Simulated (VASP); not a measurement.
# Co3Si4Ni in VASP: a series of runs, part 2 of 2

VASP 6.6.1.

## 3. Single point, PBE

INCAR

```
SYSTEM = Co3Si4Ni
PREC = Accurate ; ENCUT = 520
EDIFF = 1E-7 ; ISMEAR = 0
SIGMA = 0.2 ; LREAL = .FALSE.
LASPH = .TRUE. ; NELM = 60
ALGO = Normal ; ISIF = 2
LWAVE = .FALSE. ; LCHARG = .FALSE.
GGA = PE ; NBANDS = 36
```

KPOINTS

```
regular mesh
0
G
  6 6 6
  0 0 0
```

POSCAR

```
Co3Si4Ni
1.0
    3.1394941025      1.8125877819      2.5759770883
   -3.1394941025      1.8125877819      2.5759770883
    0.0000000000     -3.6251755138      2.5759771235
Co Si Ni
3 4 1
Direct
    0.6437600000      0.1495380000      0.8555230000
    0.8555230000      0.6437600000      0.1495380000
    0.1495380000      0.8555230000      0.6437600000
    0.3445620000      0.8425560000      0.1524000000
    0.6587210000      0.6587210000      0.6587210000
    0.1524000000      0.3445620000      0.8425560000
    0.8425560000      0.1524000000      0.3445620000
    0.3529390000      0.3529390000      0.3529390000
```

Potentials or basis: VASP PAW PBE potentials, release 64 (Co, Si, Ni).

The run is started by

```bash
$ cat potpaw_PBE.64/Co/POTCAR potpaw_PBE.64/Si/POTCAR potpaw_PBE.64/Ni/POTCAR > POTCAR
$ mpirun -np 1 vasp_std > vasp.out
```

OUTCAR:

```text
SYSTEM = Co3Si4Ni
   PREC = Accurate
   ENCUT = 520
   EDIFF = 1E-7
   ISMEAR = 0
   LREAL = .FALSE.
   LASPH = .TRUE.
   NELM = 60
   ISIF = 2
   GGA = PE

 ion  position               nearest neighbor table
   1  0.644  0.150  0.856-   4 2.32   6 2.35   7 2.35   5 2.36   6 2.43   5 2.43   7 2.44   8 2.71
                             2 2.73   3 2.73   8 2.74   3 2.76   2 2.76
   2  0.856  0.644  0.150-   6 2.32   7 2.35   4 2.35   5 2.36   7 2.43   5 2.43   4 2.44   8 2.71
                             1 2.73   3 2.73   8 2.74   1 2.76   3 2.76
   3  0.150  0.856  0.644-   7 2.32   4 2.35   6 2.35   5 2.36   4 2.43   5 2.43   6 2.44   8 2.71
                             1 2.73   2 2.73   8 2.74   1 2.76   2 2.76
   4  0.345  0.843  0.152-   1 2.32   3 2.35   2 2.35   8 2.35   3 2.43   2 2.44   8 2.44   5 2.72
                             6 2.75   7 2.75   7 2.75   6 2.75   5 2.77
   5  0.659  0.659  0.659-   1 2.36   3 2.36   2 2.36   8 2.36   3 2.43   1 2.43   2 2.43   6 2.72
                             4 2.72   7 2.72   7 2.77   4 2.77   6 2.77
   6  0.152  0.345  0.843-   2 2.32   1 2.35   3 2.35   8 2.35   1 2.43   3 2.44   8 2.44   5 2.72
                             4 2.75   7 2.75   4 2.75   7 2.75   5 2.77
   7  0.843  0.152  0.345-   3 2.32   2 2.35   1 2.35   8 2.35   2 2.43   1 2.44   8 2.44   5 2.72
                             4 2.75   6 2.75   4 2.75   6 2.75   5 2.77
   8  0.353  0.353  0.353-   7 2.35   4 2.35   6 2.35   5 2.36   4 2.44   7 2.44   6 2.44   2 2.71
                             1 2.71   3 2.71   3 2.74   1 2.74   2 2.74

  LATTYP: Found a trigonal (rhomboedric) cell.
 ALAT       =     4.4471963804
 COS(alpha) =     0.0032718506

  Lattice vectors:

 A1 = (   3.1394941025,   1.8125877819,   2.5759770883)
 A2 = (  -3.1394941025,   1.8125877819,   2.5759770883)
 A3 = (   0.0000000000,  -3.6251755138,   2.5759771235)

Analysis of symmetry for initial positions (statically):
=====================================================================
 Subroutine PRICEL returns:
 Original cell was already a primitive cell.

 Routine SETGRP: Setting up the symmetry group for a
 trigonal (rhombohedral) supercell.

 Subroutine GETGRP returns: Found  3 space group operations
 (whereof  3 operations were pure point group operations)
 out of a pool of 12 trial point group operations.

The static configuration has the point symmetry C_3 .

Analysis of symmetry for dynamics (positions and initial velocities):
=====================================================================
 Subroutine PRICEL returns:
 Original cell was already a primitive cell.

 Routine SETGRP: Setting up the symmetry group for a
 trigonal (rhombohedral) supercell.

 Subroutine GETGRP returns: Found  3 space group operations
 (whereof  3 operations were pure point group operations)
 out of a pool of 12 trial point group operations.

The dynamic configuration has the point symmetry C_3 .

 Subroutine INISYM returns: Found  3 space group operations
 (whereof  3 operations are pure point group operations),
 and found     1 'primitive' translations

----------------------------------------------------------------------------------------

                                     Primitive cell

  volume of cell :      87.9533

  direct lattice vectors                    reciprocal lattice vectors
     3.139494103  1.812587782  2.575977088     0.159261328  0.091949571  0.129400736
    -3.139494103  1.812587782  2.575977088    -0.159261328  0.091949571  0.129400736
     0.000000000 -3.625175514  2.575977123     0.000000000 -0.183899140  0.129400737

  length of vectors
     4.447196380  4.447196380  4.447196380     0.224863169  0.224863169  0.224863169

[... 79 lines left out ...]
   ions per type =               3   4   1
   NGX,Y,Z   is equivalent  to a cutoff of  13.46, 13.46, 13.46 a.u.
   NGXF,Y,Z  is equivalent  to a cutoff of  26.92, 26.92, 26.92 a.u.
 SYSTEM =  Co3Si4Ni
   PREC   = accura    normal or accurate (medium, high low for compatibility)
   ISTART =      0    job   : 0-new  1-cont  2-samecut
   ICHARG =      2    charge: 1-file 2-atom 10-const
   ISPIN  =      1    spin polarized calculation?
   LNONCOLLINEAR =      F non collinear calculations
   LSORBIT =      F    spin-orbit coupling
   LASPH  =      T    aspherical Exc in radial PAW
   ENCUT  =  520.0 eV  38.22 Ry    6.18 a.u.   8.27  8.27  8.27*2*pi/ulx,y,z
   NELM   =     60;   NELMIN=  2; NELMDL= -5     # of ELM steps
   EDIFF  = 0.1E-06   stopping-criterion for ELM
   LREAL  =      F    real-space projection
   EDIFFG = 0.1E-05   stopping-criterion for IOM
   NSW    =      0    number of steps for IOM
   IBRION =     -1    ionic relax: 0-MD 1-quasi-New 2-CG
   NFREE  =      0    steps in history (QN), initial steepest desc. (CG)
   ISIF   =      2    stress and relaxation
   ISYM   =      2    0-nonsym 1-usesym 2-fastsym
   POTIM  = 0.5000    time-step for ionic-motion
   TEBEG  =    0.0;   TEEND  =   0.0 temperature during run
   PSTRESS=    0.0 pullay stress
   NELECT =      53.0000    total number of electrons
   NUPDOWN=      -1.0000    fix difference up-down
   EMIN   =  10.00;   EMAX   =-10.00  energy-range for DOS
   EFERMI =   0.00;   METHOD = LEGACY
   ISMEAR =     0;   SIGMA  =   0.20  broadening in eV -4-tet -1-fermi 0-gaus
   EFERMI_NEDOS =   21; number of points for ismear=-14 and -15
   IALGO  =     38    algorithm
   IMIX   =      4    mixing-type and parameters
     AMIX     =   0.40;   BMIX     =  1.00
     AMIX_MAG =   1.60;   BMIX_MAG =  1.00
  volume/ion in A,a.u.               =      10.99        74.19
  Fermi-wavevector in a.u.,A,eV,Ry     =   1.382768  2.613054 26.015001  1.912049
  Thomas-Fermi vector in A             =   2.507429
   LORBIT       =      0    0 simple, 1 ext, 2 COOP (PROOUT), +10 PAW based schemes
   GGA     = PE    functional components
   LHFCALC =     F    Hartree Fock is set to
   AEXX    =    0.0000 exact exchange contribution
   IVDW    =     0    specifies the selected vdW correction
   LEPSILON=     F    determine dielectric tensor
   LRPA    =     F    only Hartree local field effects (RPA)
 non-spin polarized calculation
 Gauss-broadening in eV      SIGMA  =   0.20
  energy-cutoff  :      520.00
  volume of cell :       87.95
 maximum number of plane-waves:      2383
 NGX is ok and might be reduce to    36
   NGX = 17   NGY = 17   NGZ = 17

 number of electron      53.0000017 magnetization

 Free energy of the ion-electron system (eV)
  ---------------------------------------------------
  ext. energy  EPLUGINS =         0.00000000
  ---------------------------------------------------
  free energy    TOTEN  =       -52.90112694 eV

  energy without entropy =      -52.83486337  energy(sigma->0) =      -52.86799515

 E-fermi :  12.2777     XC(G=0): -12.7973

 val. band max:       12.2694770610   @ k =   0.5000   0.5000   0.1667
 cond. band min:      12.2839732910   @ k =   0.3333  -0.1667   0.5000
 fundamental gap:      0.0144962300
 Fermi energy:        12.2777167554

 k-point     1 :       0.0000    0.0000    0.0000
  band No.  band energies     occupation
      1      -1.7393      2.00000
      2       3.7285      2.00000
      3       3.7285      2.00000
      4       3.7511      2.00000
      5       6.3482      2.00000
      6       6.4084      2.00000
[... 925 lines left out ...]
     35      17.5521      0.00000
     36      17.5969      0.00000

 [... further k-points ...]

------------------------ aborting loop because EDIFF is reached ----------------------------------------

  FORCE on cell =-STRESS in cart. coord.  units (eV):
  Direction    XX          YY          ZZ          XY          YZ          ZX
  --------------------------------------------------------------------------------------
  -------------------------------------------------------------------------------------
  Total       -0.0099084     -0.0099084      0.0182136      0.0000000      0.0000000      0.0000000
  in kB       -0.1804943     -0.1804943      0.3317823      0.0000008      0.0000000      0.0000000
  external PRESSURE =      -0.0097354 kB  Pullay stress =       0.0000000 kB

 VOLUME and BASIS-vectors are now :
 -----------------------------------------------------------------------------
  energy-cutoff  :      520.00
  volume of cell :       87.95
      direct lattice vectors                 reciprocal lattice vectors
     3.139494103  1.812587782  2.575977088     0.159261328  0.091949571  0.129400736
    -3.139494103  1.812587782  2.575977088    -0.159261328  0.091949571  0.129400736
     0.000000000 -3.625175514  2.575977123     0.000000000 -0.183899140  0.129400737

 POSITION                                       TOTAL-FORCE (eV/Angst)
 -----------------------------------------------------------------------------------
      1.55161     -1.66350      4.24733        -0.003440      0.002365     -0.000480
      0.66483      2.17548      4.24733        -0.000328     -0.004162     -0.000480
     -2.21644     -0.51198      4.24733         0.003769      0.001797     -0.000480
     -1.56345      1.59928      3.45057        -0.000148      0.009186     -0.002219
      0.00000      0.00000      5.09055        -0.000000      0.000000      0.000395
     -0.60329     -2.15363      3.45057        -0.007881     -0.004721     -0.002219
      2.16674      0.55435      3.45057         0.008029     -0.004464     -0.002219
      0.00000      0.00000      2.72749        -0.000000      0.000000      0.007702
 -----------------------------------------------------------------------------------
    total drift:                                0.000000     -0.000002      0.000128

  FREE ENERGIE OF THE ION-ELECTRON SYSTEM (eV)
  ---------------------------------------------------
  free  energy   TOTEN  =       -52.9011269416 eV

  energy  without entropy=      -52.8348633672  energy(sigma->0) =      -52.86799515
```

Wall time 4 min (1 thread of Intel Xeon 8259CL, shared host); peak memory 0.28 GiB.

Results:

```yaml
Free_energy: -52.9011 eV
Pressure: 0.0 GPa
Largest_force: 0.009 eV/Å
Band_gap_on_the_k_mesh: zero (an odd number of electrons rules out a gap without spin polarisation)
```

Forces on the atoms (eV/Å):
```
Co  -0.003  0.002  0.000
Co   0.000 -0.004  0.000
Co   0.004  0.002  0.000
Si   0.000  0.009 -0.002
Si   0.000  0.000  0.000
Si  -0.008 -0.005 -0.002
Si   0.008 -0.004 -0.002
Ni   0.000  0.000  0.008
```

Caveat: the run has no spin polarisation, though such a crystal can be magnetic.

## 4. Single point, PBE

INCAR

```
SYSTEM = Co3Si4Ni
  ALGO = Normal
  EDIFF = 1E-7
  ENCUT = 520
  GGA = PE
  ISIF = 2
  ISMEAR = 0
  LASPH = .TRUE.
  LCHARG = .TRUE.
  LELF = .TRUE.
  LREAL = .FALSE.
  LVHAR = .TRUE.
  LWAVE = .FALSE.
  NBANDS = 36
  NELM = 60
  PREC = Accurate
  SIGMA = 0.2
```

KPOINTS

```
k-points
0
G
  6 6 6
  0 0 0
```

POSCAR

```
Co3Si4Ni
1.0
    3.1398433809      1.8130570237      2.5765021896
   -3.1396444004      1.8123330019      2.5767766095
   -0.0005373118     -3.6241575077      2.5757511675
Co Si Ni
3 4 1
Direct
    0.6437125899      0.1495783084      0.8555081459
    0.8555116424      0.6437430003      0.1495638163
    0.1496090495      0.8555113837      0.6437123065
    0.3445757449      0.8425984190      0.1522650352
    0.6586908203      0.6587304741      0.6586538725
    0.1522486545      0.3445580574      0.8426598353
    0.8426370705      0.1523021576      0.3446059361
    0.3530134282      0.3529771994      0.3530300522
```

The run is started by

```bash
$ cat potpaw_PBE.64/Co/POTCAR potpaw_PBE.64/Si/POTCAR potpaw_PBE.64/Ni/POTCAR > POTCAR
$ mpirun -np 1 vasp_std > vasp.out
```

Wall time 11 min (1 thread of Intel Xeon 8259CL, shared host); peak memory 0.44 GiB.

Results (log left out):

- Free energy: -52.9011 eV
- Pressure: 0.0 GPa
- Largest force: 0.005 eV/Å
- Band gap on the k mesh: zero (an odd number of electrons rules out a gap without spin polarisation)

Forces on the atoms (eV/Å):
```
Co  -0.001  0.002  0.000
Co  -0.001 -0.002  0.000
Co   0.002 -0.002 -0.001
Si   0.001  0.003 -0.002
Si   0.000  0.000  0.004
Si  -0.003  0.001 -0.002
Si   0.001 -0.002 -0.004
Ni   0.000  0.000  0.004
```

Levels at points of the mesh, in eV from the Fermi level:
| k point | band 24 | band 25 | band 26 | band 27 | band 28 | band 29 |
| --- | --- | --- | --- | --- | --- | --- |
| (0.00, 0.00, 0.00) | -1.19 | -0.63 | -0.63 | -0.43 | 1.75 | 1.97 |
| (0.50, 0.00, 0.00) | -1.18 | -1.03 | -0.98 | 0.39 | 0.48 | 0.91 |
| (0.00, 0.50, 0.00) | -1.18 | -1.03 | -0.98 | 0.39 | 0.48 | 0.91 |
| (0.50, 0.50, 0.00) | -1.36 | -0.62 | -0.56 | -0.13 | 0.19 | 1.32 |
| (0.00, 0.00, 0.50) | -1.18 | -1.03 | -0.98 | 0.39 | 0.48 | 0.90 |
| (0.50, 0.00, 0.50) | -1.36 | -0.62 | -0.56 | -0.13 | 0.19 | 1.32 |
| (0.00, 0.50, 0.50) | -1.36 | -0.62 | -0.56 | -0.13 | 0.19 | 1.31 |
| (0.50, 0.50, 0.50) | -1.57 | -0.91 | -0.91 | -0.62 | -0.54 | 4.82 |

Caveat: the run has no spin polarisation, though such a crystal can be magnetic. Spin polarisation is off, so any magnetic state and its effect on volume and gap are missing.

## 5. Single point, PBE, collinear spin, ferromagnetic start

INCAR

```
SYSTEM = Co3Si4Ni
PREC = Accurate ; ENCUT = 520
EDIFF = 1E-7 ; ISMEAR = 0
SIGMA = 0.1 ; LREAL = .False.
LASPH = .True. ; NELM = 150
ALGO = Normal ; ISIF = 2
LWAVE = .False. ; LCHARG = .True.
ISPIN = 2 ; MAGMOM = 3 3 3 0 0 0 0 2
LORBIT = 11 ; LMAXMIX = 4
GGA = PE ; LELF = .True.
LVHAR = .True. ; NBANDS = 40
```

KPOINTS

```
Automatic mesh
0
Gamma
  6 6 6
  0 0 0
```

POSCAR

```
Co3Si4Ni
1.0
    3.1394941000      1.8125878000      2.5759771000
   -3.1394941000      1.8125878000      2.5759771000
    0.0000000000     -3.6251755000      2.5759771000
Co Si Ni
3 4 1
Direct
    0.6437600000      0.1495380000      0.8555230000
    0.8555230000      0.6437600000      0.1495380000
    0.1495380000      0.8555230000      0.6437600000
    0.3445620000      0.8425560000      0.1524000000
    0.6587210000      0.6587210000      0.6587210000
    0.1524000000      0.3445620000      0.8425560000
    0.8425560000      0.1524000000      0.3445620000
    0.3529390000      0.3529390000      0.3529390000
```

The run is started by

```bash
$ cat potpaw_PBE.64/Co/POTCAR potpaw_PBE.64/Si/POTCAR potpaw_PBE.64/Ni/POTCAR > POTCAR
$ mpirun -np 1 vasp_std > vasp.out
```

Wall time 9.9 min (1 thread of Intel Xeon 8259CL, shared host); peak memory 0.38 GiB.

Results (log left out):

```yaml
Free_energy: -52.8746 eV
Pressure: -0.1 GPa
Largest_force: 0.008 eV/Å
Net_moment: 0.00 μB per cell
Valence_electrons_inside_the_program's_atomic_spheres: Co 8.60; Si 1.60; Ni 9.61
```

Forces on the atoms (eV/Å):
```
Co   0.002  0.002 -0.001
Co  -0.003  0.001 -0.001
Co   0.001 -0.003 -0.001
Si  -0.001  0.008 -0.002
Si   0.000  0.000  0.000
Si  -0.006 -0.005 -0.002
Si   0.008 -0.003 -0.002
Ni   0.000  0.000  0.007
```

Levels at points of the mesh, in eV from the Fermi level:
Spin up:
| k point | band 22 | band 23 | band 24 | band 25 | band 26 | band 27 | band 28 | band 29 | band 30 | band 31 |
| --- | --- | --- | --- | --- | --- | --- | --- | --- | --- | --- |
| (0.00, 0.00, 0.00) | -1.41 | -1.21 | -1.21 | -0.65 | -0.65 | -0.44 | 1.73 | 1.96 | 1.96 | 2.35 |
| (0.50, 0.00, 0.00) | -1.59 | -1.22 | -1.19 | -1.05 | -0.99 | 0.37 | 0.47 | 0.89 | 0.92 | 3.52 |
| (0.50, 0.50, 0.00) | -1.84 | -1.66 | -1.37 | -0.63 | -0.58 | -0.14 | 0.18 | 1.30 | 1.47 | 1.84 |
| (0.50, 0.50, 0.50) | -1.64 | -1.64 | -1.58 | -0.92 | -0.92 | -0.63 | -0.55 | 4.81 | 4.81 | 4.86 |
Spin down:
| k point | band 24 | band 25 | band 26 | band 27 | band 28 | band 29 |
| --- | --- | --- | --- | --- | --- | --- |
| (0.00, 0.00, 0.00) | -1.21 | -0.65 | -0.65 | -0.44 | 1.73 | 1.96 |
| (0.50, 0.00, 0.00) | -1.19 | -1.05 | -0.99 | 0.37 | 0.47 | 0.89 |
| (0.50, 0.50, 0.00) | -1.37 | -0.63 | -0.58 | -0.14 | 0.18 | 1.30 |
| (0.50, 0.50, 0.50) | -1.58 | -0.92 | -0.92 | -0.63 | -0.55 | 4.81 |

Caveat: the moments typed at the start vanished in this run.

## 6. The runs side by side

| cell | smearing | gap on the mesh (eV) | pressure (GPa) | largest force (eV/Å) |
| --- | --- | --- | --- | --- |
| a = 4.447 Å, angles 89.8°, 8 atoms, atomic positions A | gaussian 0.1 eV | none | -0.1 | 0.01 |
| a = 4.447 Å, angles 89.8°, 8 atoms, atomic positions A | gaussian 0.2 eV | none | 0.0 | 0.01 |
| a = 4.448, b = 4.448, c = 4.446 Å, angles 89.8°, 8 atoms, atomic positions B | gaussian 0.2 eV | none | 0.0 | - |

Alike in all rows: task single point; level PBE; potentials or basis VASP PAW PBE potentials, release 64 (Co, Si, Ni); no spin polarisation; k mesh 6 × 6 × 6; cutoff (eV) 520.

Caveats: the run has no spin polarisation, though such a crystal can be magnetic.

Total energies depend on the potentials used, so only differences within one code and one set of settings carry meaning.
